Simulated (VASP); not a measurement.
Ge2Br: relaxation of cell and atoms with PBE

Slab: Ge2Br, a slab with vacuum.

```
CELL_PARAMETERS angstrom
3.19630 0.00000 0.00000
-1.59815 2.76808 0.00000
0.00000 0.00000 13.25795
ATOMIC_POSITIONS crystal
Ge 0.33333 0.66667 0.82372
Ge 0.33333 0.66667 0.17628
Br 0.00000 0.00000 0.00000
```

```
Program                : VASP 6.6.1
Task                   : relaxation of cell and atoms
Functional             : PBE
Potentials or basis    : VASP PAW PBE potentials, release 64 (Ge_d, Br)
Cutoff                 : 600 eV
k mesh                 : 18 × 18 × 4
Occupations            : gaussian, width 0.1 eV
Spin                   : no spin polarisation
Dipole correction      : no
Further INCAR settings : ALGO = Normal; EDIFF = 1e-07; IBRION = 2; EDIFFG = -0.01; NSW = 100; ISIF = 3
```

* Relaxed cell: a = 3.256 Å, b = 3.256 Å, c = 12.989 Å, α = 90.00°, β = 90.00°, γ = 120.00°
* Space group after relaxing (to 0.05 Å): P-6m2 (No. 187)
* Energy gained by relaxing: 8.3 meV/atom
* Ionic steps: 5
* Largest force after relaxing: 0.008 eV/Å

Forces in eV/Å, atoms in the order of the input:
```
Ge   0.000  0.000 -0.008
Ge   0.000  0.000  0.008
Br   0.000  0.000  0.000
```

The path:
```csv
step,energy change (eV),largest force (eV/Å),pressure (GPa),volume (Å³)
1,0.0000,0.1631,0.42,117.30
2,-0.0225,0.0665,0.02,119.01
3,-0.0247,0.0243,-0.12,119.71
4,-0.0247,0.0212,-0.12,119.76
5,-0.0249,0.0081,0.00,119.23
```

Final structure:
```cif
data_structure
_symmetry_space_group_name_H-M 'P 1'
_symmetry_Int_Tables_number 1
_cell_length_a 3.2556
_cell_length_b 3.2556
_cell_length_c 12.9891
_cell_angle_alpha 90.000
_cell_angle_beta 90.000
_cell_angle_gamma 120.000
_cell_volume 119.23
loop_
_atom_site_label
_atom_site_type_symbol
_atom_site_fract_x
_atom_site_fract_y
_atom_site_fract_z
_atom_site_occupancy
Ge1 Ge 0.33333 0.66667 0.82469 1
Ge2 Ge 0.33333 0.66667 0.17531 1
Br1 Br 0.00000 0.00000 0.00000 1
```

Levels at points of the mesh, in eV from the Fermi level:
```csv
k point,band 14,band 15,band 16,band 17,band 18,band 19,band 20,band 21
"(0.00, 0.00, 0.00)",-4.80,-1.17,-1.17,-0.84,1.65,3.24,5.53,5.53
"(0.50, 0.00, 0.00)",-5.16,-5.14,-2.67,-2.54,-1.24,1.07,2.04,2.96
"(0.00, 0.00, 0.50)",-4.81,-1.17,-1.17,-0.80,1.41,3.85,4.98,5.53
"(0.50, 0.00, 0.50)",-5.16,-5.14,-2.67,-2.54,-1.24,1.07,2.05,2.96
```

Run time: 31 min on 1 thread of AMD EPYC 7R43 64-Core Processor (Zen 3), on a shared host, peak memory 0.49 GiB.

Caveat: an odd number of electrons without spin polarisation forces a metal; a magnetic or distorted state may lie lower.
